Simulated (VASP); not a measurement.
# Li2Pd in VASP: notebook

Li2Pd is run at these levels: LDA; tasks: single point.

Everything below comes from runs of VASP 6.6.1. Logs are shortened: lines on timing, memory, paths and dates and some standing lists are left out, and cuts for length are marked.

### Step 1. The cell of the first run

The structure is hexagonal, space group P6/mmm (No. 191). The conventional cell has a = 4.142 Å, b = 4.142 Å, c = 2.732 Å, α = 90.00°, β = 90.00°, γ = 120.00°. Within 3.2 Å of Li (site symmetry -6m2) lie 5 Li at 2.39 to 2.73 Å and 6 Pd at 2.75 Å. Within 3.6 Å of Pd (site symmetry 6/mmm) lie 2 Pd at 2.73 Å and 12 Li at 2.75 Å.

### Step 2. Single point, LDA (equal xx and yy strain of -2 %)

The input, INCAR:

```
SYSTEM = Li2Pd
PREC     = Accurate       ! precision mode
ENCUT    = 520            ! plane-wave cutoff, eV
EDIFF    = 1E-6           ! SCF threshold, eV
ISMEAR   = -1             ! smearing method
SIGMA    = 0.08           ! smearing width, eV
LREAL    = .False.        ! projectors in reciprocal space
LASPH    = .True.         ! aspherical terms in the spheres
NELM     = 80             ! most SCF steps
ALGO     = Normal         ! electronic algorithm
ISIF     = 2              ! what is computed and relaxed
LWAVE    = .False.        ! write WAVECAR
LCHARG   = .False.        ! write CHGCAR
NBANDS   = 15             ! bands
```

The input, KPOINTS:

```
regular mesh
0
Gamma
  11 11 15
  0 0 0
```

The input, POSCAR:

```
Li2Pd
1.0
    4.1421661807      0.0000000000      0.0000000000
   -2.0710830904      3.5872211392      0.0000000000
    0.0000000000      0.0000000000      2.7319000000
Li Pd
2 1
Direct
    0.3333333333      0.6666666667      0.5000000000
    0.6666666667      0.3333333333      0.5000000000
    0.0000000000      0.0000000000      0.0000000000
```

Potentials or basis: VASP PAW LDA potentials, release 64 (Li_sv, Pd).

On the command line:

```console
$ cat potpaw_LDA.64/Li_sv/POTCAR potpaw_LDA.64/Pd/POTCAR > POTCAR
$ mpirun -np 1 vasp_std > vasp.out
```

OUTCAR:

```text
SYSTEM = Li2Pd
   PREC = Accurate
   ENCUT = 520
   EDIFF = 1E-6
   ISMEAR = -1
   LREAL = .False.
   LASPH = .True.
   NELM = 80
   ISIF = 2

 ion  position               nearest neighbor table
   1  0.333  0.667  0.500-   2 2.39   2 2.39   2 2.39   3 2.75   3 2.75   3 2.75   3 2.75   3 2.75
                             3 2.75
   2  0.667  0.333  0.500-   1 2.39   1 2.39   1 2.39   3 2.75   3 2.75   3 2.75   3 2.75   3 2.75
                             3 2.75
   3  0.000  0.000  0.000-   1 2.75   2 2.75   1 2.75   2 2.75   2 2.75   2 2.75   1 2.75   1 2.75
                             2 2.75   2 2.75   1 2.75   1 2.75

  LATTYP: Found a hexagonal cell.
 ALAT       =     4.1421661807
 C/A-ratio  =     0.6595341377

  Lattice vectors:

 A1 = (   4.1421661807,   0.0000000000,   0.0000000000)
 A2 = (  -2.0710830904,   3.5872211392,   0.0000000000)
 A3 = (   0.0000000000,   0.0000000000,   2.7319000000)

Analysis of symmetry for initial positions (statically):
=====================================================================
 Subroutine PRICEL returns:
 Original cell was already a primitive cell.

 Routine SETGRP: Setting up the symmetry group for a
 hexagonal supercell.

 Subroutine GETGRP returns: Found 24 space group operations
 (whereof 24 operations were pure point group operations)
 out of a pool of 24 trial point group operations.

The static configuration has the point symmetry D_6h.

Analysis of symmetry for dynamics (positions and initial velocities):
=====================================================================
 Subroutine PRICEL returns:
 Original cell was already a primitive cell.

 Routine SETGRP: Setting up the symmetry group for a
 hexagonal supercell.

 Subroutine GETGRP returns: Found 24 space group operations
 (whereof 24 operations were pure point group operations)
 out of a pool of 24 trial point group operations.

The dynamic configuration has the point symmetry D_6h.

 Subroutine INISYM returns: Found 24 space group operations
 (whereof 24 operations are pure point group operations),
 and found     1 'primitive' translations

----------------------------------------------------------------------------------------

                                     Primitive cell

  volume of cell :      40.5929

  direct lattice vectors                    reciprocal lattice vectors
     4.142166181  0.000000000  0.000000000     0.241419575  0.139383657  0.000000000
    -2.071083090  3.587221139  0.000000000     0.000000000  0.278767314  0.000000000
     0.000000000  0.000000000  2.731900000     0.000000000  0.000000000  0.366045609

  length of vectors
     4.142166181  4.142166181  2.731900000     0.278767314  0.278767314  0.366045609

  position of ions in fractional coordinates (direct lattice)
     0.333333333  0.666666667  0.500000000
     0.666666667  0.333333333  0.500000000
     0.000000000  0.000000000  0.000000000

  ion indices of the primitive-cell ions
   primitive index   ion index
                 1           1
                 2           2
                 3           3

----------------------------------------------------------------------------------------

 KPOINTS: regular mesh

Automatic generation of k-mesh.
 Grid dimensions read from file:
 generate k-points for:   11   11   15

 Generating k-lattice:

  Cartesian coordinates                     Fractional coordinates (reciprocal lattice)
     0.021947234  0.012671242  0.000000000     0.090909091  0.000000000  0.000000000
     0.000000000  0.025342483  0.000000000     0.000000000  0.090909091  0.000000000
     0.000000000  0.000000000  0.024403041     0.000000000  0.000000000  0.066666667

  Length of vectors
     0.025342483  0.025342483  0.024403041

  Shift w.r.t. Gamma in fractional coordinates (k-lattice)
     0.000000000  0.000000000  0.000000000

 Subroutine IBZKPT returns following result:
 ===========================================

 Found    128 irreducible k-points:

 Following reciprocal coordinates:
            Coordinates               Weight
  0.000000  0.000000  0.000000      1.000000
  0.090909 -0.000000  0.000000      6.000000
  0.181818 -0.000000  0.000000      6.000000
  0.272727 -0.000000  0.000000      6.000000
  0.363636  0.000000  0.000000      6.000000
  0.454545 -0.000000  0.000000      6.000000
[... 16 lines left out ...]
  0.090909  0.090909  0.066667     12.000000
  0.181818  0.090909  0.066667     24.000000
 [... further k-points ...]
   k-points           NKPTS =    128   k-points in BZ     NKDIM =    128   number of bands    NBANDS=     15
   number of dos      NEDOS =    301   number of ions     NIONS =      3
   total plane-waves  NPLWV =  20480
   dimension x,y,z NGX =    32 NGY =   32 NGZ =   20
   dimension x,y,z NGXF=    64 NGYF=   64 NGZF=   40
   ions per type =               2   1
   NGX,Y,Z   is equivalent  to a cutoff of  12.84, 12.84, 12.17 a.u.
   NGXF,Y,Z  is equivalent  to a cutoff of  25.69, 25.69, 24.34 a.u.
 SYSTEM =  Li2Pd
   PREC   = accura    normal or accurate (medium, high low for compatibility)
   ISTART =      0    job   : 0-new  1-cont  2-samecut
   ICHARG =      2    charge: 1-file 2-atom 10-const
   ISPIN  =      1    spin polarized calculation?
   LNONCOLLINEAR =      F non collinear calculations
   LSORBIT =      F    spin-orbit coupling
   LASPH  =      T    aspherical Exc in radial PAW
   ENCUT  =  520.0 eV  38.22 Ry    6.18 a.u.   7.70  7.70  5.08*2*pi/ulx,y,z
   NELM   =     80;   NELMIN=  2; NELMDL= -5     # of ELM steps
   EDIFF  = 0.1E-05   stopping-criterion for ELM
   LREAL  =      F    real-space projection
[... 7 lines left out ...]
   TEBEG  =    0.0;   TEEND  =   0.0 temperature during run
   PSTRESS=    0.0 pullay stress
   NELECT =      16.0000    total number of electrons
   NUPDOWN=      -1.0000    fix difference up-down
   EMIN   =  10.00;   EMAX   =-10.00  energy-range for DOS
   EFERMI =   0.00;   METHOD = LEGACY
   ISMEAR =    -1;   SIGMA  =   0.08  broadening in eV -4-tet -1-fermi 0-gaus
   EFERMI_NEDOS =   21; number of points for ismear=-14 and -15
   IALGO  =     38    algorithm
   IMIX   =      4    mixing-type and parameters
     AMIX     =   0.40;   BMIX     =  1.00
     AMIX_MAG =   1.60;   BMIX_MAG =  1.00
  volume/ion in A,a.u.               =      13.53        91.31
  Fermi-wavevector in a.u.,A,eV,Ry     =   1.200323  2.268281 19.602927  1.440774
  Thomas-Fermi vector in A             =   2.336162
   LORBIT       =      0    0 simple, 1 ext, 2 COOP (PROOUT), +10 PAW based schemes
   GGA     = CA    functional components
   LHFCALC =     F    Hartree Fock is set to
   AEXX    =    0.0000 exact exchange contribution
   IVDW    =     0    specifies the selected vdW correction
   LEPSILON=     F    determine dielectric tensor
   LRPA    =     F    only Hartree local field effects (RPA)
 non-spin polarized calculation
  energy-cutoff  :      520.00
  volume of cell :       40.59
 maximum number of plane-waves:      1114
 NGX is ok and might be reduce to    32
   NGX = 15   NGY = 15   NGZ = 11

 number of electron      16.0000010 magnetization

 Free energy of the ion-electron system (eV)
  ---------------------------------------------------
  ext. energy  EPLUGINS =         0.00000000
  ---------------------------------------------------
  free energy    TOTEN  =       -11.67691876 eV

  energy without entropy =      -11.66286756  energy(sigma->0) =      -11.66989316

 E-fermi :   4.6550     XC(G=0): -10.2732

 val. band max:        4.6412154823   @ k =   0.3636   0.0000   0.0667
 cond. band min:       4.6553611286   @ k =   0.4545  -0.0000   0.4000
 fundamental gap:      0.0141456463
 Fermi energy:         4.6550358833

 k-point     1 :       0.0000    0.0000    0.0000
  band No.  band energies     occupation
      1     -40.1615      2.00000
      2     -40.0339      2.00000
      3      -0.5337      2.00000
      4       0.9899      2.00000
      5       1.6707      2.00000
      6       1.6707      2.00000
      7       3.5242      2.00000
      8       3.5242      2.00000
      9       9.0487      0.00000
     10       9.0487      0.00000
     11      10.4433      0.00000
     12      10.4433      0.00000
     13      14.1223      0.00000
     14      15.5610      0.00000
     15      15.5694      0.00000

 k-point     2 :       0.0909   -0.0000    0.0000
  band No.  band energies     occupation
      1     -40.1592      2.00000
      2     -40.0362      2.00000
      3      -0.4723      2.00000
      4       1.0085      2.00000
      5       1.6686      2.00000
      6       1.7187      2.00000
      7       3.5152      2.00000
      8       3.5225      2.00000
      9       8.2165      0.00000
     10       8.4105      0.00000
     11      11.0505      0.00000
     12      11.2010      0.00000
     13      14.3009      0.00000
     14      15.6864      0.00000
     15      15.8762      0.00000

 k-point     3 :       0.1818   -0.0000    0.0000
  band No.  band energies     occupation
      1     -40.1525      2.00000
      2     -40.0427      2.00000
      3      -0.3046      2.00000
      4       1.0701      2.00000
      5       1.6750      2.00000
      6       1.8569      2.00000
      7       3.4913      2.00000
      8       3.5180      2.00000
      9       6.9164      0.00000
     10       7.4785      0.00000
     11      11.6663      0.00000
     12      12.4970      0.00000
     13      14.8250      0.00000
     14      16.0541      0.00000
     15      16.8006      0.00000
[... 343 lines left out ...]
 k-point    23 :       0.0909    0.0909    0.0667
  band No.  band energies     occupation
      1     -40.1535      2.00000
      2     -40.0396      2.00000
      3      -0.2522      2.00000
      4       1.1118      2.00000
      5       1.6937      2.00000
      6       1.8452      2.00000
      7       3.3627      2.00000
      8       3.3815      2.00000
      9       7.4507      0.00000
     10       7.8626      0.00000
     11      11.7380      0.00000
     12      12.0118      0.00000
     13      14.5682      0.00000
     14      15.0795      0.00000
     15      16.8649      0.00000

 k-point    24 :       0.1818    0.0909    0.0667
  band No.  band energies     occupation
      1     -40.1450      2.00000
      2     -40.0480      2.00000
      3      -0.0462      2.00000
      4       1.1965      2.00000
      5       1.7015      2.00000
      6       2.0283      2.00000
      7       3.3283      2.00000
      8       3.3658      2.00000
      9       6.2727      0.00000
     10       7.0436      0.00000
     11      12.1320      0.00000
     12      13.1304      0.00000
     13      15.2999      0.00000
     14      15.6549      0.00000
     15      17.9312      0.00000

 [... further k-points ...]

------------------------ aborting loop because EDIFF is reached ----------------------------------------

  FORCE on cell =-STRESS in cart. coord.  units (eV):
  Direction    XX          YY          ZZ          XY          YZ          ZX
  --------------------------------------------------------------------------------------
  -------------------------------------------------------------------------------------
  Total       -0.4675409     -0.4675409     -1.6063754      0.0000000      0.0000000      0.0000000
  in kB      -18.4535425    -18.4535425    -63.4026141      0.0000000      0.0000000      0.0000000
  external PRESSURE =     -33.4365664 kB  Pullay stress =       0.0000000 kB

 VOLUME and BASIS-vectors are now :
 -----------------------------------------------------------------------------
  energy-cutoff  :      520.00
  volume of cell :       40.59
      direct lattice vectors                 reciprocal lattice vectors
     4.142166181  0.000000000  0.000000000     0.241419575  0.139383657  0.000000000
    -2.071083090  3.587221139  0.000000000     0.000000000  0.278767314  0.000000000
     0.000000000  0.000000000  2.731900000     0.000000000  0.000000000  0.366045609

 POSITION                                       TOTAL-FORCE (eV/Angst)
 -----------------------------------------------------------------------------------
     -0.00000      2.39148      1.36595        -0.000000      0.000000      0.000000
      2.07108      1.19574      1.36595         0.000000     -0.000000     -0.000000
      0.00000      0.00000      0.00000         0.000000      0.000000      0.000000
 -----------------------------------------------------------------------------------
    total drift:                                0.000000     -0.000000     -0.000000

  FREE ENERGIE OF THE ION-ELECTRON SYSTEM (eV)
  ---------------------------------------------------
  free  energy   TOTEN  =       -11.6769187639 eV

  energy  without entropy=      -11.6628675617  energy(sigma->0) =      -11.66989316
```

It took 50 s on 1 thread of Intel Xeon 8259CL, shared host; peak memory 0.19 GiB.

What came out:

* Free energy: -11.6769 eV
* Band gap on the k mesh: zero (bands 8 and 9 overlap by 2.29 eV)

Caveat: the cell differs from its parent crystal (equal xx and yy strain of -2 %); the cutoff is under 1.25 times the usual one of these potentials, so pressure, stress and relaxed cells hold a basis-set (Pulay) error.

### Step 3. Single point, LDA (equal xx and yy strain of -1 %)

The input, INCAR:

```
PREC     = Accurate       # precision mode
ENCUT    = 520            # plane-wave cutoff, eV
EDIFF    = 1E-6           # SCF threshold, eV
ISMEAR   = -1             # smearing method
SIGMA    = 0.08           # smearing width, eV
LREAL    = F              # projectors in reciprocal space
LASPH    = T              # aspherical terms in the spheres
NELM     = 60             # most SCF steps
ALGO     = Normal         # electronic algorithm
ISIF     = 2              # what is computed and relaxed
LWAVE    = F              # write WAVECAR
LCHARG   = F              # write CHGCAR
GGA      = CA             # functional
NBANDS   = 15             # bands
```

The input, KPOINTS:

```
regular mesh
0
Gamma
  11 11 15
```

The input, POSCAR:

```
Li2Pd
1.0
    4.1844331826      0.0000000000      0.0000000000
   -2.0922165913      3.6238254366      0.0000000000
    0.0000000000      0.0000000000      2.7319000000
Li Pd
2 1
Direct
    0.3333333333      0.6666666667      0.5000000000
    0.6666666667      0.3333333333      0.5000000000
    0.0000000000      0.0000000000      0.0000000000
```

Potentials or basis: VASP PAW LDA potentials, release 64 (Li_sv, Pd).

On the command line:

```console
$ cat potpaw_LDA.64/Li_sv/POTCAR potpaw_LDA.64/Pd/POTCAR > POTCAR
$ mpirun -np 1 vasp_std > vasp.out
```

OUTCAR:

```text
PREC = Accurate
   ENCUT = 520
   EDIFF = 1E-6
   ISMEAR = -1
   LREAL = F
   LASPH = T
   NELM = 60
   ISIF = 2
   GGA = CA

 ion  position               nearest neighbor table
   1  0.333  0.667  0.500-   2 2.42   2 2.42   2 2.42   3 2.78   3 2.78   3 2.78   3 2.78   3 2.78
                             3 2.78
   2  0.667  0.333  0.500-   1 2.42   1 2.42   1 2.42   3 2.78   3 2.78   3 2.78   3 2.78   3 2.78
                             3 2.78
   3  0.000  0.000  0.000-   1 2.78   2 2.78   1 2.78   2 2.78   2 2.78   2 2.78   1 2.78   1 2.78
                             2 2.78   2 2.78   1 2.78   1 2.78

  LATTYP: Found a hexagonal cell.
 ALAT       =     4.1844331826
 C/A-ratio  =     0.6528721767

  Lattice vectors:

 A1 = (   4.1844331826,   0.0000000000,   0.0000000000)
 A2 = (  -2.0922165913,   3.6238254366,   0.0000000000)
 A3 = (   0.0000000000,   0.0000000000,   2.7319000000)

Analysis of symmetry for initial positions (statically):
=====================================================================
 Subroutine PRICEL returns:
 Original cell was already a primitive cell.

 Routine SETGRP: Setting up the symmetry group for a
 hexagonal supercell.
[... 186 lines left out ...]
      9       8.7718      0.00000
     10       8.7718      0.00000
     11      10.1518      0.00000
     12      10.1518      0.00000
     13      13.7715      0.00000
     14      15.1078      0.00000
[... 401 lines left out ...]
      2     -40.2426      2.00000
      3      -0.1581      2.00000
      4       1.0759      2.00000
      5       1.5924      2.00000
      6       1.9082      2.00000
      7       3.2106      2.00000
      8       3.2451      2.00000
      9       6.0496      0.00000
     10       6.8126      0.00000
     11      11.7873      0.00000
     12      12.7777      0.00000
     13      14.9629      0.00000
     14      15.5328      0.00000
     15      17.4912      0.00000

 [... further k-points ...]

------------------------ aborting loop because EDIFF is reached ----------------------------------------

  FORCE on cell =-STRESS in cart. coord.  units (eV):
  Direction    XX          YY          ZZ          XY          YZ          ZX
  --------------------------------------------------------------------------------------
  -------------------------------------------------------------------------------------
  Total       -0.7545968     -0.7545968     -1.7288298      0.0000000      0.0000000      0.0000000
  in kB      -29.1848073    -29.1848073    -66.8642717      0.0000000      0.0000000      0.0000000
  external PRESSURE =     -41.7446288 kB  Pullay stress =       0.0000000 kB

 VOLUME and BASIS-vectors are now :
 -----------------------------------------------------------------------------
  energy-cutoff  :      520.00
  volume of cell :       41.43
      direct lattice vectors                 reciprocal lattice vectors
     4.184433183  0.000000000  0.000000000     0.238980994  0.137975741  0.000000000
    -2.092216591  3.623825437  0.000000000     0.000000000  0.275951482  0.000000000
     0.000000000  0.000000000  2.731900000     0.000000000  0.000000000  0.366045609

 POSITION                                       TOTAL-FORCE (eV/Angst)
 -----------------------------------------------------------------------------------
     -0.00000      2.41588      1.36595         0.000000     -0.000000      0.000000
      2.09222      1.20794      1.36595        -0.000000      0.000000     -0.000000
      0.00000      0.00000      0.00000         0.000000      0.000000      0.000000
 -----------------------------------------------------------------------------------
    total drift:                                0.000000     -0.000000     -0.000000

  FREE ENERGIE OF THE ION-ELECTRON SYSTEM (eV)
  ---------------------------------------------------
  free  energy   TOTEN  =       -11.6652969678 eV

  energy  without entropy=      -11.6510406110  energy(sigma->0) =      -11.65816879
```

stdout:

```text
POSCAR found type information on POSCAR LiPd
 POSCAR found :  2 types and       3 ions
 scaLAPACK will be used
 LDA part: xc-table for (Slater(with rela. corr.)+CA(PZ))
 , standard interpolation
 POSCAR, INCAR and KPOINTS ok, starting setup
 FFT: planning ... GRIDC
 FFT: planning ... GRID_SOFT
 FFT: planning ... GRID
 WAVECAR not read
 entering main loop
```

It took 49 s on 1 thread of Intel Xeon 8259CL, shared host; peak memory 0.2 GiB.

What came out:

```
Free energy            : -11.6653 eV
Band gap on the k mesh : zero (bands 8 and 9 overlap by 2.29 eV)
```

Caveat: the cell differs from its parent crystal (equal xx and yy strain of -1 %); the cutoff is under 1.25 times the usual one of these potentials, so pressure, stress and relaxed cells hold a basis-set (Pulay) error.

(Part 1 of 2 ends here.)

The gap in the log of VASP goes by the Fermi energy; the results here count the filled bands.